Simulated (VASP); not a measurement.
# Ge (I4_1/amd) in VASP: a series of runs

The runs below take Ge through single point, with PBEsol.

Program: VASP 6.6.1. These are calculated values, not measurements. Logs are shortened: lines on timing, memory, paths and dates and some standing lists are left out, and cuts for length are marked.

## 1. The cell of the first run

It takes space group I4_1/amd (No. 141, tetragonal). The conventional cell has a = 4.053 Å, b = 4.053 Å, c = 5.642 Å, α = 90.00°, β = 90.00°, γ = 90.00°. Ge (site symmetry -4m2) has 4 Ge at 2.47 Å within 3.3 Å.

## 2. Single point, PBEsol (strained cell)

Contents of INCAR:

```
  ALGO = Normal
  EDIFF = 1E-6
  ENCUT = 520
  GGA = PS
  ISIF = 2
  ISMEAR = 0
  LASPH = T
  LCHARG = F
  LREAL = F
  LWAVE = F
  NBANDS = 21
  NELM = 100
  PREC = Accurate
  SIGMA = 0.1
```

Contents of KPOINTS:

```
k-points
0
Gamma
  10 10 10
```

Contents of POSCAR:

```
Ge
1.0
    0.0000000000      2.8662440442      2.8208381979
    2.8662440442      0.0000000000      2.8208381979
    2.8662440442      2.8662440442      0.0000000000
Ge
2
Direct
    0.0000000000      0.0000000000      0.0000000000
    0.2500000000      0.2500000000      0.2500000000
```

Potentials or basis: VASP PAW PBE potentials, release 64 (Ge_d).

The run is started by

```bash
$ cat potpaw_PBE.64/Ge_d/POTCAR > POTCAR
$ mpirun -np 1 vasp_std > vasp.out
```

OUTCAR:

```text
EDIFF = 1E-6
   ENCUT = 520
   GGA = PS
   ISIF = 2
   ISMEAR = 0
   LASPH = T
   LREAL = F
   NELM = 100
   PREC = Accurate

 ion  position               nearest neighbor table
   1  0.000  0.000  0.000-   2 2.47   2 2.47   2 2.47   2 2.47
   2  0.250  0.250  0.250-   1 2.47   1 2.47   1 2.47   1 2.47

  LATTYP: Found a body centered tetragonal cell.
 ALAT       =     4.0534812004
 C/A-ratio  =     1.3918101792

  Lattice vectors:

 A1 = (   0.0000000000,  -2.8662440442,  -2.8208381979)
 A2 = (   0.0000000000,   2.8662440442,  -2.8208381979)
 A3 = (   2.8662440442,   0.0000000000,   2.8208381979)

Analysis of symmetry for initial positions (statically):
=====================================================================
 Subroutine PRICEL returns:
 Original cell was already a primitive cell.

 Routine SETGRP: Setting up the symmetry group for a
 body centered tetragonal supercell.

 Subroutine GETGRP returns: Found 16 space group operations
 (whereof  8 operations were pure point group operations)
 out of a pool of 16 trial point group operations.

The static configuration has the point symmetry D_2d.
 The point group associated with its full space group is D_4h.

Analysis of symmetry for dynamics (positions and initial velocities):
=====================================================================
 Subroutine PRICEL returns:
 Original cell was already a primitive cell.

 Routine SETGRP: Setting up the symmetry group for a
 body centered tetragonal supercell.

 Subroutine GETGRP returns: Found 16 space group operations
 (whereof  8 operations were pure point group operations)
 out of a pool of 16 trial point group operations.

The dynamic configuration has the point symmetry D_2d.
 The point group associated with its full space group is D_4h.

 Subroutine INISYM returns: Found 16 space group operations
 (whereof  8 operations are pure point group operations),
 and found     1 'primitive' translations

----------------------------------------------------------------------------------------

                                     Primitive cell

  volume of cell :      46.3484

  direct lattice vectors                    reciprocal lattice vectors
     0.000000000  2.866244044  2.820838198    -0.174444322  0.174444322  0.177252279
     2.866244044  0.000000000  2.820838198     0.174444322 -0.174444322  0.177252279
     2.866244044  2.866244044  0.000000000     0.174444322  0.174444322 -0.177252279

  length of vectors
     4.021502587  4.021502587  4.053481200     0.303776256  0.303776256  0.303776256

  position of ions in fractional coordinates (direct lattice)
     0.000000000  0.000000000  0.000000000
     0.250000000  0.250000000  0.250000000

  ion indices of the primitive-cell ions
   primitive index   ion index
                 1           1
                 2           2

----------------------------------------------------------------------------------------

 KPOINTS: k-points

Automatic generation of k-mesh.
 Grid dimensions read from file:
 generate k-points for:   10   10   10

 Generating k-lattice:

  Cartesian coordinates                     Fractional coordinates (reciprocal lattice)
    -0.017444432  0.017444432  0.017725228     0.100000000  0.000000000  0.000000000
     0.017444432 -0.017444432  0.017725228     0.000000000  0.100000000  0.000000000
     0.017444432  0.017444432 -0.017725228     0.000000000  0.000000000  0.100000000

  Length of vectors
     0.030377626  0.030377626  0.030377626

  Shift w.r.t. Gamma in fractional coordinates (k-lattice)
     0.000000000  0.000000000  0.000000000

 Subroutine IBZKPT returns following result:
 ===========================================

 Found    102 irreducible k-points:

 Following reciprocal coordinates:
            Coordinates               Weight
  0.000000  0.000000  0.000000      1.000000
  0.100000 -0.000000  0.000000      8.000000
  0.200000 -0.000000  0.000000      8.000000
  0.300000 -0.000000  0.000000      8.000000
  0.400000 -0.000000  0.000000      8.000000
  0.500000 -0.000000  0.000000      4.000000
[... 16 lines left out ...]
  0.300000  0.300000  0.000000      2.000000
  0.400000  0.300000  0.000000      8.000000
 [... further k-points ...]
   k-points           NKPTS =    102   k-points in BZ     NKDIM =    102   number of bands    NBANDS=     21
   number of dos      NEDOS =    301   number of ions     NIONS =      2
   total plane-waves  NPLWV =  27000
   dimension x,y,z NGX =    30 NGY =   30 NGZ =   30
   dimension x,y,z NGXF=    60 NGYF=   60 NGZF=   60
   ions per type =               2
   NGX,Y,Z   is equivalent  to a cutoff of  12.40, 12.40, 12.30 a.u.
   NGXF,Y,Z  is equivalent  to a cutoff of  24.80, 24.80, 24.61 a.u.
 SYSTEM =  unknown system
   PREC   = accura    normal or accurate (medium, high low for compatibility)
   ISTART =      0    job   : 0-new  1-cont  2-samecut
   ICHARG =      2    charge: 1-file 2-atom 10-const
   ISPIN  =      1    spin polarized calculation?
   LNONCOLLINEAR =      F non collinear calculations
   LSORBIT =      F    spin-orbit coupling
   LASPH  =      T    aspherical Exc in radial PAW
   ENCUT  =  520.0 eV  38.22 Ry    6.18 a.u.   7.48  7.48  7.54*2*pi/ulx,y,z
   NELM   =    100;   NELMIN=  2; NELMDL= -5     # of ELM steps
   EDIFF  = 0.1E-05   stopping-criterion for ELM
   LREAL  =      F    real-space projection
   EDIFFG = 0.1E-04   stopping-criterion for IOM
   NSW    =      0    number of steps for IOM
   IBRION =     -1    ionic relax: 0-MD 1-quasi-New 2-CG
   NFREE  =      0    steps in history (QN), initial steepest desc. (CG)
   ISIF   =      2    stress and relaxation
   ISYM   =      2    0-nonsym 1-usesym 2-fastsym
   POTIM  = 0.5000    time-step for ionic-motion
   TEBEG  =    0.0;   TEEND  =   0.0 temperature during run
   PSTRESS=    0.0 pullay stress
   NELECT =      28.0000    total number of electrons
   NUPDOWN=      -1.0000    fix difference up-down
   EMIN   =  10.00;   EMAX   =-10.00  energy-range for DOS
   EFERMI =   0.00;   METHOD = LEGACY
   ISMEAR =     0;   SIGMA  =   0.10  broadening in eV -4-tet -1-fermi 0-gaus
   EFERMI_NEDOS =   21; number of points for ismear=-14 and -15
   IALGO  =     38    algorithm
   IMIX   =      4    mixing-type and parameters
     AMIX     =   0.40;   BMIX     =  1.00
     AMIX_MAG =   1.60;   BMIX_MAG =  1.00
  volume/ion in A,a.u.               =      23.17       156.39
  Fermi-wavevector in a.u.,A,eV,Ry     =   1.383936  2.615260 26.058951  1.915279
  Thomas-Fermi vector in A             =   2.508487
   LORBIT       =      0    0 simple, 1 ext, 2 COOP (PROOUT), +10 PAW based schemes
   GGA     = PS    functional components
   LHFCALC =     F    Hartree Fock is set to
   AEXX    =    0.0000 exact exchange contribution
   IVDW    =     0    specifies the selected vdW correction
   LEPSILON=     F    determine dielectric tensor
   LRPA    =     F    only Hartree local field effects (RPA)
 non-spin polarized calculation
 Gauss-broadening in eV      SIGMA  =   0.10
  energy-cutoff  :      520.00
  volume of cell :       46.35
 maximum number of plane-waves:      1271
 NGX is ok and might be reduce to    30
   NGX = 15   NGY = 15   NGZ = 15

 number of electron      28.0000007 magnetization

 Free energy of the ion-electron system (eV)
  ---------------------------------------------------
  ext. energy  EPLUGINS =         0.00000000
  ---------------------------------------------------
  free energy    TOTEN  =        -9.86784266 eV

  energy without entropy =       -9.86747553  energy(sigma->0) =       -9.86765910

 E-fermi :   4.6181     XC(G=0): -10.0184

 val. band max:        4.5977257761   @ k =   0.0000   0.0000   0.0000
 cond. band min:       4.6854028324   @ k =   0.5000  -0.0000   0.0000
 fundamental gap:      0.0876770563
 Fermi energy:         4.6180859951

 k-point     1 :       0.0000    0.0000    0.0000
  band No.  band energies     occupation
      1     -20.0952      2.00000
      2     -20.0916      2.00000
      3     -20.0916      2.00000
      4     -20.0586      2.00000
      5     -20.0575      2.00000
      6     -19.8606      2.00000
[... 13 lines left out ...]
     20      13.8968      0.00000
     21      14.2023      0.00000

 k-point     2 :       0.1000   -0.0000    0.0000
  band No.  band energies     occupation
      1     -20.0996      2.00000
      2     -20.0970      2.00000
      3     -20.0911      2.00000
      4     -20.0510      2.00000
      5     -20.0502      2.00000
      6     -19.8680      2.00000
[... 13 lines left out ...]
     20      13.2090      0.00000
     21      13.4336      0.00000

 k-point     3 :       0.2000   -0.0000    0.0000
  band No.  band energies     occupation
      1     -20.1080      2.00000
      2     -20.1053      2.00000
      3     -20.0872      2.00000
      4     -20.0374      2.00000
      5     -20.0369      2.00000
      6     -19.8799      2.00000
[... 13 lines left out ...]
     20      12.7540      0.00000
     21      12.9028      0.00000

 k-point     4 :       0.3000   -0.0000    0.0000
  band No.  band energies     occupation
      1     -20.1142      2.00000
      2     -20.1108      2.00000
      3     -20.0820      2.00000
      4     -20.0262      2.00000
      5     -20.0260      2.00000
      6     -19.8887      2.00000
[... 13 lines left out ...]
     20      13.1779      0.00000
     21      13.2015      0.00000

 k-point     5 :       0.4000   -0.0000    0.0000
  band No.  band energies     occupation
      1     -20.1172      2.00000
      2     -20.1133      2.00000
      3     -20.0777      2.00000
      4     -20.0201      2.00000
      5     -20.0200      2.00000
      6     -19.8931      2.00000
[... 13 lines left out ...]
     20      14.3544      0.00000
     21      14.4326      0.00000
[... 382 lines left out ...]
     20      13.6912      0.00000
     21      15.8102      0.00000

 k-point    22 :      -0.2000    0.2000    0.0000
  band No.  band energies     occupation
      1     -20.1226      2.00000
      2     -20.1191      2.00000
      3     -20.0684      2.00000
      4     -20.0264      2.00000
      5     -20.0054      2.00000
      6     -19.9095      2.00000
[... 13 lines left out ...]
     20      14.2939      0.00000
     21      14.7475      0.00000

 k-point    23 :       0.3000    0.3000    0.0000
  band No.  band energies     occupation
      1     -20.1127      2.00000
      2     -20.1127      2.00000
      3     -20.0911      2.00000
      4     -20.0127      2.00000
      5     -19.9766      2.00000
      6     -19.9588      2.00000
[... 13 lines left out ...]
     20      15.4431      0.00000
     21      15.6736      0.00000

 k-point    24 :       0.4000    0.3000    0.0000
  band No.  band energies     occupation
      1     -20.1228      2.00000
      2     -20.1170      2.00000
      3     -20.0747      2.00000
      4     -19.9982      2.00000
      5     -19.9755      2.00000
      6     -19.9607      2.00000
[... 13 lines left out ...]
     20      16.1169      0.00000
     21      16.2212      0.00000

 [... further k-points ...]
[... 5 lines left out ...]
  --------------------------------------------------------------------------------------
  -------------------------------------------------------------------------------------
  Total       -0.4879449     -0.4879449     -0.1762575      0.0000000      0.0000000      0.0000000
  in kB      -16.8673512    -16.8673512     -6.0928933      0.0000000      0.0000000      0.0000000
  external PRESSURE =     -13.2758652 kB  Pullay stress =       0.0000000 kB

 VOLUME and BASIS-vectors are now :
 -----------------------------------------------------------------------------
  energy-cutoff  :      520.00
  volume of cell :       46.35
      direct lattice vectors                 reciprocal lattice vectors
     0.000000000  2.866244044  2.820838198    -0.174444322  0.174444322  0.177252279
     2.866244044  0.000000000  2.820838198     0.174444322 -0.174444322  0.177252279
     2.866244044  2.866244044  0.000000000     0.174444322  0.174444322 -0.177252279

 POSITION                                       TOTAL-FORCE (eV/Angst)
 -----------------------------------------------------------------------------------
      0.00000      0.00000      0.00000        -0.000000     -0.000000     -0.000000
      1.43312      1.43312      1.41042         0.000000      0.000000      0.000000
 -----------------------------------------------------------------------------------
    total drift:                                0.000000     -0.000000      0.000000

  FREE ENERGIE OF THE ION-ELECTRON SYSTEM (eV)
  ---------------------------------------------------
  free  energy   TOTEN  =        -9.8678426640 eV

  energy  without entropy=       -9.8674755349  energy(sigma->0) =       -9.86765910
```

It took 47 s on 1 thread of AMD EPYC 9R45 (Zen 5), shared host; peak memory 0.18 GiB.

Results:

| Property | Result |
| --- | --- |
| Free energy | -9.8678 eV |
| Pressure | -1.3 GPa |
| Band gap on the k mesh | 0.09 eV, indirect (least direct gap 0.12 eV) |

Stress tensor (GPa, compression positive):
```
-1.69  0.00  0.00
 0.00 -1.69  0.00
 0.00  0.00 -0.61
```

Levels at points of the mesh, in eV from the valence-band top:
| k point | band 12 | band 13 | band 14 | band 15 | band 16 | band 17 |
| --- | --- | --- | --- | --- | --- | --- |
| (0.00, 0.00, 0.00) | -0.18 | 0.00 | 0.00 | 0.12 | 2.51 | 2.59 |
| (0.50, 0.00, 0.00) | -7.48 | -1.40 | -1.26 | 0.09 | 3.69 | 3.79 |
| (0.50, 0.50, 0.00) | -8.72 | -3.04 | -3.04 | 0.65 | 0.65 | 9.35 |
| (0.50, 0.00, 0.50) | -8.80 | -2.93 | -2.93 | 0.78 | 0.78 | 9.32 |

Caveat: the cell differs from its parent crystal (strained cell); the PAW data sets were made with another functional, which shifts forces and pressure a little.

## 3. Single point, PBEsol (strained cell)

Contents of INCAR:

```
  PREC = Accurate
  ENCUT = 520
  EDIFF = 1E-7
  ISMEAR = 0
  SIGMA = 0.1
  LREAL = F
  LASPH = T
  NELM = 80
  ALGO = Normal
  ISIF = 2
  LWAVE = F
  LCHARG = T
  GGA = PS
  LELF = T
  LVHAR = T
  NBANDS = 21
```

Contents of KPOINTS:

```
Automatic mesh
0
Gamma
  10 10 10
```

Contents of POSCAR:

```
Ge
1.0
    0.0000000000      2.8662440442      2.8174151288
    2.8662440442      0.0000000000      2.8174151288
    2.8662440442      2.8662440442      0.0000000000
Ge
2
Direct
    0.0000000000      0.0000000000      0.0000000000
    0.2500000000      0.2500000000      0.2500000000
```

Potentials or basis: VASP PAW PBE potentials, release 64 (Ge_d).

The run is started by

```bash
$ cat potpaw_PBE.64/Ge_d/POTCAR > POTCAR
$ mpirun -np 1 vasp_std > vasp.out
```

Wall time 51 s (1 thread of AMD EPYC 9R45 (Zen 5), shared host); peak memory 0.18 GiB.

Results (log left out):

```
Free energy            : -9.8679 eV
Pressure               : -0.9 GPa
Band gap on the k mesh : 0.09 eV, indirect (least direct gap 0.13 eV)
```

Stress tensor (GPa, compression positive):
```
-1.31  0.00  0.00
 0.00 -1.31  0.00
 0.00  0.00 -0.15
```

Levels at points of the mesh, in eV from the valence-band top:
```
           k point  band 11  band 12  band 13  band 14  band 15  band 16  band 17  band 18
(0.00, 0.00, 0.00)   -12.59    -0.17     0.00     0.00     0.13     2.51     2.59     2.59
(0.50, 0.00, 0.00)   -10.54    -7.48    -1.41    -1.26     0.09     3.69     3.80     7.00
(0.50, 0.50, 0.00)    -8.72    -8.72    -3.05    -3.05     0.65     0.65     9.36     9.36
(0.50, 0.00, 0.50)    -8.80    -8.80    -2.93    -2.93     0.78     0.78     9.33     9.33
```

Caveat: the cell differs from its parent crystal (strained cell); the PAW data sets were made with another functional, which shifts forces and pressure a little.

## 4. Single point, PBEsol (strained cell)

Contents of INCAR:

```
SYSTEM = Ge
PREC = Accurate
ENCUT = 520
EDIFF = 1E-7
ISMEAR = 0
SIGMA = 0.1
LREAL = .False.
LASPH = .True.
NELM = 60
ALGO = Normal
ISIF = 2
LWAVE = .False.
LCHARG = .False.
GGA = PS
NBANDS = 21
```

Contents of KPOINTS:

```
Automatic mesh
0
Gamma
  10 10 10
  0 0 0
```

Contents of POSCAR:

```
Ge
1.0
    0.0000000000      2.8662440442      2.8160910551
    2.8662440442      0.0000000000      2.8160910551
    2.8662440442      2.8662440442      0.0000000000
Ge
2
Direct
    0.0000000000      0.0000000000      0.0000000000
    0.2500000000      0.2500000000      0.2500000000
```

The run is started by

```bash
$ cat potpaw_PBE.64/Ge_d/POTCAR > POTCAR
$ mpirun -np 1 vasp_std > vasp.out
```

Run time: 49 s. Hardware: 1 thread of AMD EPYC 9R45 (Zen 5), shared host; peak memory 0.19 GiB.

Results (log left out):

```yaml
Free_energy: -9.8679 eV
Pressure: -0.9 GPa
Band_gap_on_the_k_mesh: 0.10 eV, indirect (least direct gap 0.13 eV)
```

Stress tensor (GPa, compression positive):
```
-1.29  0.00  0.00
 0.00 -1.29  0.00
 0.00  0.00 -0.10
```

Levels at points of the mesh, in eV from the valence-band top:
```
           k point  band 11  band 12  band 13  band 14  band 15  band 16  band 17  band 18
(0.00, 0.00, 0.00)   -12.59    -0.16     0.00     0.00     0.13     2.51     2.60     2.60
(0.50, 0.00, 0.00)   -10.54    -7.48    -1.41    -1.25     0.10     3.69     3.80     7.00
(0.50, 0.50, 0.00)    -8.72    -8.72    -3.05    -3.05     0.65     0.65     9.37     9.37
(0.50, 0.00, 0.50)    -8.80    -8.80    -2.93    -2.93     0.78     0.78     9.33     9.33
```

Caveat: the cell differs from its parent crystal (strained cell); the PAW data sets were made with another functional, which shifts forces and pressure a little. A k mesh can miss the band edges.

## 5. Summary

```tsv
cell	gap on the mesh (eV)	pressure (GPa)
a = 4.022, b = 4.022, c = 4.053 Å, angles 59.7, 59.7, 60.5°, 2 atoms	0.09	-1.3
a = 4.019, b = 4.019, c = 4.053 Å, angles 59.7, 59.7, 60.6°, 2 atoms	0.09	-0.9
a = 4.018, b = 4.018, c = 4.053 Å, angles 59.7, 59.7, 60.6°, 2 atoms	0.10	-0.9
```

Alike in all rows: task single point; level PBEsol; potentials or basis VASP PAW PBE potentials, release 64 (Ge_d); no spin polarisation; k mesh 10 × 10 × 10; cutoff (eV) 520; smearing gaussian 0.1 eV.

Caveats: the PAW data sets were made with another functional, which shifts forces and pressure a little.

Absolute energies hang on the potentials; compare differences alone.
